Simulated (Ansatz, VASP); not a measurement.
# Two plane-wave programs on Cu

```xyz
1
Lattice="0.0000 1.5790 2.3685 1.5790 0.0000 2.3685 1.5790 1.5790 0.0000" Properties=species:S:1:pos:R:3 pbc="T T T"
Cu    0.0000    0.0000    0.0000
```

Alike in both runs: task single point; functional PBE; k mesh 24 × 24 × 24; occupations gaussian, width 0.15 eV; no spin polarisation.

```csv
,VASP,Ansatz
version,VASP 6.6.1,Ansatz 0.2.0
potentials or method,"VASP PAW PBE potentials, release 64 (Cu), cutoff 520 eV","scalar-relativistic, plane waves, PAW"
valence electrons in the cell,11,19
```

|  | VASP | Ansatz | Ansatz less VASP |
| --- | --- | --- | --- |
| gap on the k mesh at the Fermi level (eV) | none | none | - |
| pressure (GPa) | 19.2 | 18.5 | -0.67 |
| traceless stress, the component that is largest in VASP (GPa) | -39.96 | -40.00 | -0.041 |

A gap of «none» marks a metal or a gap that the smearing closes. The functional is the same, so the differences come from potentials, cutoffs and numerics. VASP's potentials hold 11 valence electrons a cell and Ansatz's 19, so a difference there can come from the potentials and not from the codes.
